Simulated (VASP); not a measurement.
A run of VASP 6.6.1 is set up as follows.

INCAR

```
  ALGO = Normal
  EDIFF = 1E-6
  ENCUT = 520
  GGA = PE
  ISIF = 2
  ISMEAR = 0
  LASPH = T
  LCHARG = T
  LELF = T
  LREAL = F
  LVHAR = T
  LWAVE = F
  NBANDS = 24
  NELM = 60
  PREC = Accurate
  SIGMA = 0.1
```

File KPOINTS:

```
k-points
0
Gamma
  4 4 4
```

The input POSCAR:

```
HfC5
1.0
   -2.4409119900      2.9525020700      3.3976410700
    2.4409119900     -2.9525020700      3.3976410700
    2.4409119900      2.9525020700     -3.3976410700
Hf C
1 5
Direct
    0.5000000000      0.5000000000      0.0000000000
    0.5000000000      0.8417025500      0.3417025500
    0.5000000000      0.1582974500      0.6582974500
    0.7273677000      0.2273677000      0.5000000000
    0.2726323000      0.7726323000      0.5000000000
    0.0000000000      0.5000000000      0.5000000000
```

Potentials or basis: VASP PAW PBE potentials, release 64 (Hf_pv, C).

The run is started by

```console
$ cat potpaw_PBE.64/Hf_pv/POTCAR potpaw_PBE.64/C/POTCAR > POTCAR
$ mpirun -np 1 vasp_std > vasp.out
```

(1) Predict the pressure.

(2) Predict the largest force.

Answers

(1) 7.8 GPa.

(2) 15.030 eV/Å.

Caveat: the k points lie up to 0.40 Å⁻¹ apart, too coarse for converged energies and pressures of a metal; forces of over 1 eV/Å act on the atoms, so gaps and moduli don't describe the material at rest.
